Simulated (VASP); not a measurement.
A run of VASP 6.6.1:

File INCAR:

```
PREC = Accurate ; ENCUT = 520
EDIFF = 1E-6 ; ISMEAR = 0
SIGMA = 0.1 ; LREAL = F
LASPH = T ; NELM = 120
ALGO = Normal ; ISIF = 2
LWAVE = F ; LCHARG = F
LDIPOL = T ; IDIPOL = 3
DIPOL = 0.5 0.5 0.474 ; NBANDS = 41
GGA_COMPAT = F ; NELMDL = -8
```

The input KPOINTS:

```
regular mesh
0
Gamma
  8 7 1
```

POSCAR

```
C
1.0
    3.6349983700      0.0000000000      0.0000000000
   -1.6594766200      3.9169786600      0.0000000000
    0.0000000000      0.0000000000     26.7281581756
C
14
Direct
    0.5080000000      0.3360000000      0.3367235386
    0.4920000000      0.6640000000      0.3367235386
    0.5080000000      0.8360000000      0.3826685810
    0.4920000000      0.1640000000      0.3826685810
    0.5080000000      0.3360000000      0.4286136235
    0.4920000000      0.6640000000      0.4286136235
    0.4973088183      0.8334258483      0.4742172721
    0.5026911817      0.1665741517      0.4742172721
    0.5012012272      0.3344471685      0.5199726376
    0.4987987728      0.6655528315      0.5199726376
    0.5002418960      0.8312565206      0.5657052188
    0.4997581040      0.1687434794      0.5657052188
    0.4993978135      0.3305420013      0.6119873123
    0.5006021865      0.6694579987      0.6119873123
```

Potentials or basis: VASP PAW LDA potentials, release 64 (C).

The run is started by

```console
$ cat potpaw_LDA.64/C/POTCAR > POTCAR
$ mpirun -np 1 vasp_std > vasp.out
```

Hardware: 1 thread of Oxide Virtual Turin-like Processor, on a shared host.

Q: Estimate the wall time of this run.

A: Wall time 15 min on 1 thread of Oxide Virtual Turin-like Processor, on a shared host, peak memory 0.47 GiB. Counts: scf iterations 28, k points 29.
